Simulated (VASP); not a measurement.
A run of VASP 6.6.1:

File INCAR:

```
SYSTEM = NaSe
PREC     = Accurate       ! precision mode
ENCUT    = 600            ! plane-wave cutoff, eV
EDIFF    = 1E-6           ! SCF threshold, eV
ISMEAR   = 1              ! smearing method
SIGMA    = 0.01           ! smearing width, eV
LREAL    = .False.        ! projectors in reciprocal space
LASPH    = .True.         ! aspherical terms in the spheres
NELM     = 100            ! most SCF steps
ALGO     = Normal         ! electronic algorithm
ISIF     = 3              ! what is computed and relaxed
LWAVE    = .False.        ! write WAVECAR
LCHARG   = .False.        ! write CHGCAR
GGA      = PS             ! functional
IBRION   = 2              ! ionic algorithm
NSW      = 80             ! ionic steps
EDIFFG   = -0.01          ! ionic threshold
```

File KPOINTS:

```
Automatic mesh
0
Gamma
  4 4 4
  0 0 0
```

The input POSCAR:

```
NaSe
1.0
    0.0000000000      2.9932610000      2.9932610000
    2.9932610000      0.0000000000      2.9932610000
    2.9932610000      2.9932610000      0.0000000000
Na Se
1 1
Direct
    0.0000000000      0.0000000000      0.0000000000
    0.5000000000      0.5000000000      0.5000000000
```

Potentials or basis: VASP PAW PBE potentials, release 64 (Na_pv, Se).

Run with:

```console
$ cat potpaw_PBE.64/Na_pv/POTCAR potpaw_PBE.64/Se/POTCAR > POTCAR
$ mpirun -np 1 vasp_std > vasp.out
```

Hardware: 1 thread of Intel(R) Xeon(R) Platinum 8259CL CPU @ 2.50GHz (Skylake/Cascade Lake), with other jobs on the host.

**Question.** Estimate the wall time of this run.

**Answer.** It took 20 s on 1 thread of Intel(R) Xeon(R) Platinum 8259CL CPU @ 2.50GHz (Skylake/Cascade Lake) (shared host), peak memory 0.21 GiB. Counts: scf iterations 30, k points 8, ion steps 4.
